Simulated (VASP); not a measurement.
Write the native input for VASP 6.6.1 that does the following.

| Quantity | Value |
| --- | --- |
| Task | single point |
| Functional | B3LYP |
| Potentials or basis | VASP PAW PBE potentials, release 64 (Sn_d) |
| Cutoff | 520 eV |
| k mesh | 5 × 5 × 5 |
| Occupations | fermi-dirac, width 0.05 eV |
| Spin | no spin polarisation |
| Dipole correction | no |
| Grid for exact exchange (PRECFOCK) | Normal |
| Further INCAR settings | ALGO = Normal; EDIFF = 1e-07; NBANDS = 13 |

Crystal: Sn.

```xyz
1
Lattice="-1.6391 1.6430 2.2787 1.7565 -1.7564 2.4656 1.7524 1.8660 -2.3733" Properties=species:S:1:pos:R:3 pbc="T T T"
Sn    0.0000    0.0000    0.0000
```

One way to write it, as run:

POSCAR

```
Sn
1.0
   -1.6391300872      1.6429944170      2.2787251690
    1.7564882985     -1.7563563863      2.4655903186
    1.7523653293      1.8659985410     -2.3733133119
Sn
1
Direct
    0.0000000000      0.0000000000      0.0000000000
```

INCAR.step1

```
ALGO     = Normal         # electronic algorithm
EDIFF    = 1E-5           # SCF threshold, eV
ENCUT    = 520            # plane-wave cutoff, eV
GGA      = PE             # functional
ISIF     = 2              # what is computed and relaxed
ISMEAR   = -1             # smearing method
LASPH    = True           # aspherical terms in the spheres
LCHARG   = False          # write CHGCAR
LREAL    = False          # projectors in reciprocal space
LWAVE    = True           # write WAVECAR
NBANDS   = 13             # bands
NELM     = 80             # most SCF steps
PREC     = Accurate       # precision mode
SIGMA    = 0.05           # smearing width, eV
```

INCAR.step2

```
AEXX     = 0.2            # exact-exchange fraction
AGGAC    = 0.81         
AGGAX    = 0.72         
ALDAC    = 0.19         
ALGO     = Normal         # electronic algorithm
EDIFF    = 1E-7           # SCF threshold, eV
ENCUT    = 520            # plane-wave cutoff, eV
GGA      = B3             # functional
ISIF     = 2              # what is computed and relaxed
ISMEAR   = -1             # smearing method
ISTART   = 1            
LASPH    = True           # aspherical terms in the spheres
LCHARG   = False          # write CHGCAR
LHFCALC  = True           # exact exchange
LREAL    = False          # projectors in reciprocal space
LWAVE    = False          # write WAVECAR
NBANDS   = 13             # bands
NELM     = 80             # most SCF steps
PREC     = Accurate       # precision mode
PRECFOCK = Normal       
SIGMA    = 0.05           # smearing width, eV
```

KPOINTS

```
k-points
0
Gamma
  5 5 5
```

Potentials or basis: VASP PAW PBE potentials, release 64 (Sn_d).

Run with:

```console
$ cat potpaw_PBE.64/Sn_d/POTCAR > POTCAR
$ cp INCAR.step1 INCAR
$ mpirun -np 1 vasp_std > vasp.out
$ cp INCAR.step2 INCAR
$ mpirun -np 1 vasp_std > vasp.out
```

It gave:

The pressure is -0.1 GPa. The band gap on the k mesh is zero (band 7 reaches 14.58 eV, above the bottom of band 8 at 6.22 eV).

Caveat: the k points lie up to 0.49 Å⁻¹ apart; the PAW data sets were made with another functional, which shifts forces and pressure a little; spin-orbit coupling is left out, which moves the levels of the heavy elements.

Wall time 37 min on 1 thread of Intel(R) Xeon(R) Platinum 8375C CPU @ 2.90GHz (Ice Lake), with other jobs on the host, peak memory 0.18 GiB.
